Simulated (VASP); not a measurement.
# Mn (Pm-3m) in VASP: single point with PBEsol

Aim: the single point of Mn with PBEsol.

Program: VASP 6.6.1. These are calculated values, not measurements. Logs are shortened: lines on timing, memory, paths and dates and some standing lists are left out, and cuts for length are marked.

### 1 The cell of the first run

Symmetry: Pm-3m, No. 221, cubic system. Conventional cell: a = 2.254 Å, b = 2.254 Å, c = 2.254 Å, α = 90.00°, β = 90.00°, γ = 90.00°. Within 3.0 Å of Mn (site symmetry m-3m) lie 6 Mn at 2.25 Å.

### 2 Single point, PBEsol

File INCAR:

```
  ALGO = Normal
  EDIFF = 1E-6
  ENCUT = 520
  GGA = PS
  ISIF = 2
  ISMEAR = -1
  LASPH = True
  LCHARG = True
  LELF = True
  LREAL = False
  LVHAR = True
  LWAVE = False
  NBANDS = 12
  NELM = 100
  PREC = Accurate
  SIGMA = 0.13605693000000002
```

File KPOINTS:

```
k-points
0
Gamma
  14 14 14
```

File POSCAR:

```
Mn
1.0
    2.2535745650      0.0000000000      0.0000000000
    0.0000000000      2.2535745650      0.0000000000
    0.0000000000      0.0000000000      2.2535745650
Mn
1
Direct
    0.0000000000      0.0000000000      0.0000000000
```

Potentials or basis: VASP PAW PBE potentials, release 64 (Mn_pv).

On the command line:

```bash
$ cat potpaw_PBE.64/Mn_pv/POTCAR > POTCAR
$ mpirun -np 1 vasp_std > vasp.out
```

OUTCAR:

```text
EDIFF = 1E-6
   ENCUT = 520
   GGA = PS
   ISIF = 2
   ISMEAR = -1
   LASPH = True
   LREAL = False
   NELM = 100
   PREC = Accurate

 ion  position               nearest neighbor table
   1  0.000  0.000  0.000-

  LATTYP: Found a simple cubic cell.
 ALAT       =     2.2535745650

  Lattice vectors:

 A1 = (   2.2535745650,   0.0000000000,   0.0000000000)
 A2 = (   0.0000000000,   2.2535745650,   0.0000000000)
 A3 = (   0.0000000000,   0.0000000000,   2.2535745650)

Analysis of symmetry for initial positions (statically):
=====================================================================
 Subroutine PRICEL returns:
 Original cell was already a primitive cell.

 Routine SETGRP: Setting up the symmetry group for a
 simple cubic supercell.

 Subroutine GETGRP returns: Found 48 space group operations
 (whereof 48 operations were pure point group operations)
 out of a pool of 48 trial point group operations.

The static configuration has the point symmetry O_h .

Analysis of symmetry for dynamics (positions and initial velocities):
=====================================================================
 Subroutine PRICEL returns:
 Original cell was already a primitive cell.

 Routine SETGRP: Setting up the symmetry group for a
 simple cubic supercell.

 Subroutine GETGRP returns: Found 48 space group operations
 (whereof 48 operations were pure point group operations)
 out of a pool of 48 trial point group operations.

The dynamic configuration has the point symmetry O_h .

 Subroutine INISYM returns: Found 48 space group operations
 (whereof 48 operations are pure point group operations),
 and found     1 'primitive' translations

----------------------------------------------------------------------------------------

                                     Primitive cell

  volume of cell :      11.4450

  direct lattice vectors                    reciprocal lattice vectors
     2.253574565  0.000000000  0.000000000     0.443739478  0.000000000  0.000000000
     0.000000000  2.253574565  0.000000000     0.000000000  0.443739478  0.000000000
     0.000000000  0.000000000  2.253574565     0.000000000  0.000000000  0.443739478

  length of vectors
     2.253574565  2.253574565  2.253574565     0.443739478  0.443739478  0.443739478

  position of ions in fractional coordinates (direct lattice)
     0.000000000  0.000000000  0.000000000

  ion indices of the primitive-cell ions
   primitive index   ion index
                 1           1

----------------------------------------------------------------------------------------

 KPOINTS: k-points

Automatic generation of k-mesh.
 Grid dimensions read from file:
 generate k-points for:   14   14   14

 Generating k-lattice:

  Cartesian coordinates                     Fractional coordinates (reciprocal lattice)
     0.031695677  0.000000000  0.000000000     0.071428571  0.000000000  0.000000000
     0.000000000  0.031695677  0.000000000     0.000000000  0.071428571  0.000000000
     0.000000000  0.000000000  0.031695677     0.000000000  0.000000000  0.071428571

  Length of vectors
     0.031695677  0.031695677  0.031695677

  Shift w.r.t. Gamma in fractional coordinates (k-lattice)
     0.000000000  0.000000000  0.000000000

 Subroutine IBZKPT returns following result:
 ===========================================

 Found    120 irreducible k-points:

 Following reciprocal coordinates:
            Coordinates               Weight
  0.000000  0.000000  0.000000      1.000000
  0.071429  0.000000  0.000000      6.000000
  0.142857  0.000000  0.000000      6.000000
  0.214286  0.000000  0.000000      6.000000
  0.285714  0.000000  0.000000      6.000000
  0.357143  0.000000  0.000000      6.000000
[... 16 lines left out ...]
  0.285714  0.214286  0.000000     24.000000
  0.357143  0.214286  0.000000     24.000000
 [... further k-points ...]
   k-points           NKPTS =    120   k-points in BZ     NKDIM =    120   number of bands    NBANDS=     12
   number of dos      NEDOS =    301   number of ions     NIONS =      1
   total plane-waves  NPLWV =   5832
   dimension x,y,z NGX =    18 NGY =   18 NGZ =   18
   dimension x,y,z NGXF=    36 NGYF=   36 NGZF=   36
   ions per type =               1
   NGX,Y,Z   is equivalent  to a cutoff of  13.28, 13.28, 13.28 a.u.
   NGXF,Y,Z  is equivalent  to a cutoff of  26.56, 26.56, 26.56 a.u.
 SYSTEM =  unknown system
   PREC   = accura    normal or accurate (medium, high low for compatibility)
   ISTART =      0    job   : 0-new  1-cont  2-samecut
   ICHARG =      2    charge: 1-file 2-atom 10-const
   ISPIN  =      1    spin polarized calculation?
   LNONCOLLINEAR =      F non collinear calculations
   LSORBIT =      F    spin-orbit coupling
   LASPH  =      T    aspherical Exc in radial PAW
   ENCUT  =  520.0 eV  38.22 Ry    6.18 a.u.   4.19  4.19  4.19*2*pi/ulx,y,z
   NELM   =    100;   NELMIN=  2; NELMDL= -5     # of ELM steps
   EDIFF  = 0.1E-05   stopping-criterion for ELM
   LREAL  =      F    real-space projection
   EDIFFG = 0.1E-04   stopping-criterion for IOM
   NSW    =      0    number of steps for IOM
   IBRION =     -1    ionic relax: 0-MD 1-quasi-New 2-CG
   NFREE  =      0    steps in history (QN), initial steepest desc. (CG)
   ISIF   =      2    stress and relaxation
   ISYM   =      2    0-nonsym 1-usesym 2-fastsym
   POTIM  = 0.5000    time-step for ionic-motion
   TEBEG  =    0.0;   TEEND  =   0.0 temperature during run
   PSTRESS=    0.0 pullay stress
   NELECT =      13.0000    total number of electrons
   NUPDOWN=      -1.0000    fix difference up-down
   EMIN   =  10.00;   EMAX   =-10.00  energy-range for DOS
   EFERMI =   0.00;   METHOD = LEGACY
   ISMEAR =    -1;   SIGMA  =   0.14  broadening in eV -4-tet -1-fermi 0-gaus
   EFERMI_NEDOS =   21; number of points for ismear=-14 and -15
   IALGO  =     38    algorithm
   IMIX   =      4    mixing-type and parameters
     AMIX     =   0.40;   BMIX     =  1.00
     AMIX_MAG =   1.60;   BMIX_MAG =  1.00
  volume/ion in A,a.u.               =      11.44        77.23
  Fermi-wavevector in a.u.,A,eV,Ry     =   1.708116  3.227871 39.697176  2.917660
  Thomas-Fermi vector in A             =   2.786843
   LORBIT       =      0    0 simple, 1 ext, 2 COOP (PROOUT), +10 PAW based schemes
   GGA     = PS    functional components
   LHFCALC =     F    Hartree Fock is set to
   AEXX    =    0.0000 exact exchange contribution
   IVDW    =     0    specifies the selected vdW correction
   LEPSILON=     F    determine dielectric tensor
   LRPA    =     F    only Hartree local field effects (RPA)
 non-spin polarized calculation
  energy-cutoff  :      520.00
  volume of cell :       11.44
 maximum number of plane-waves:       320
 NGX is ok and might be reduce to    18
   NGX =  9   NGY =  9   NGZ =  9

 number of electron      13.0000020 magnetization

 Free energy of the ion-electron system (eV)
  ---------------------------------------------------
  ext. energy  EPLUGINS =         0.00000000
  ---------------------------------------------------
  free energy    TOTEN  =        -8.82608797 eV

  energy without entropy =       -8.72369521  energy(sigma->0) =       -8.77489159

 E-fermi :   9.8180     XC(G=0): -13.6870

 val. band max:        9.8164164165   @ k =   0.3571   0.2857   0.2857
 cond. band min:       9.8270597740   @ k =   0.2857   0.2857   0.2857
 fundamental gap:      0.0106433576
 Fermi energy:         9.8180432818

 k-point     1 :       0.0000    0.0000    0.0000
  band No.  band energies     occupation
      1     -37.7179      2.00000
      2     -37.7179      2.00000
      3     -37.7179      2.00000
      4       1.6209      2.00000
      5       5.9709      2.00000
      6       5.9709      2.00000
      7      11.5770      0.00000
      8      11.5770      0.00000
      9      11.5770      0.00000
     10      30.6475      0.00000
     11      30.6475      0.00000
     12      30.6475      0.00000

 k-point     2 :       0.0714    0.0000    0.0000
  band No.  band energies     occupation
      1     -37.7688      2.00000
      2     -37.7136      2.00000
      3     -37.7136      2.00000
      4       1.7936      2.00000
      5       6.0064      2.00000
      6       6.0903      2.00000
      7      11.4674      0.00001
      8      11.4674      0.00001
      9      11.5855      0.00000
     10      29.0136      0.00000
     11      30.9062      0.00000
     12      30.9062      0.00000

 k-point     3 :       0.1429    0.0000    0.0000
  band No.  band energies     occupation
      1     -37.9103      2.00000
      2     -37.7014      2.00000
      3     -37.7014      2.00000
      4       2.2912      2.00000
      5       6.1068      2.00000
      6       6.4349      2.00000
      7      11.1698      0.00010
      8      11.1698      0.00010
      9      11.6094      0.00000
     10      26.1925      0.00000
     11      31.6526      0.00000
     12      31.6526      0.00000
[... 286 lines left out ...]
 k-point    23 :       0.2857    0.2143    0.0000
  band No.  band energies     occupation
      1     -38.2857      2.00000
      2     -38.0435      2.00000
      3     -37.6313      2.00000
      4       4.9624      2.00000
      5       6.9204      2.00000
      6       8.2021      1.99999
      7      10.1073      0.21324
      8      10.4501      0.01903
      9      10.9541      0.00047
     10      21.7804      0.00000
     11      26.2013      0.00000
     12      35.3189      0.00000

 k-point    24 :       0.3571    0.2143    0.0000
  band No.  band energies     occupation
      1     -38.4764      2.00000
      2     -38.0219      2.00000
      3     -37.6140      2.00000
      4       5.6095      2.00000
      5       6.9551      2.00000
      6       8.3783      1.99995
      7      10.1114      0.20755
      8      10.8065      0.00140
      9      11.0012      0.00033
     10      19.5101      0.00000
     11      27.2170      0.00000
     12      34.4717      0.00000

 [... further k-points ...]

------------------------ aborting loop because EDIFF is reached ----------------------------------------

  FORCE on cell =-STRESS in cart. coord.  units (eV):
  Direction    XX          YY          ZZ          XY          YZ          ZX
  --------------------------------------------------------------------------------------
  -------------------------------------------------------------------------------------
  Total        0.0543099      0.0543099      0.0543099      0.0000000     -0.0000000      0.0000000
  in kB        7.6028035      7.6028035      7.6028035      0.0000000     -0.0000000      0.0000000
  external PRESSURE =       7.6028035 kB  Pullay stress =       0.0000000 kB

 VOLUME and BASIS-vectors are now :
 -----------------------------------------------------------------------------
  energy-cutoff  :      520.00
  volume of cell :       11.44
      direct lattice vectors                 reciprocal lattice vectors
     2.253574565  0.000000000  0.000000000     0.443739478  0.000000000  0.000000000
     0.000000000  2.253574565  0.000000000     0.000000000  0.443739478  0.000000000
     0.000000000  0.000000000  2.253574565     0.000000000  0.000000000  0.443739478

 POSITION                                       TOTAL-FORCE (eV/Angst)
 -----------------------------------------------------------------------------------
      0.00000      0.00000      0.00000         0.000000      0.000000      0.000000
 -----------------------------------------------------------------------------------
    total drift:                                0.000000      0.000000     -0.000000

  FREE ENERGIE OF THE ION-ELECTRON SYSTEM (eV)
  ---------------------------------------------------
  free  energy   TOTEN  =        -8.8260879745 eV

  energy  without entropy=       -8.7236952092  energy(sigma->0) =       -8.77489159
```

It took 27 s on 1 thread of AMD EPYC 7R13, shared host; peak memory 0.1 GiB.

Results:

```
Free energy : -8.8261 eV
Pressure    : 0.8 GPa
```

Caveat: the PAW data sets were made with another functional, which shifts forces and pressure a little; the run has no spin polarisation, though such a crystal can be magnetic.
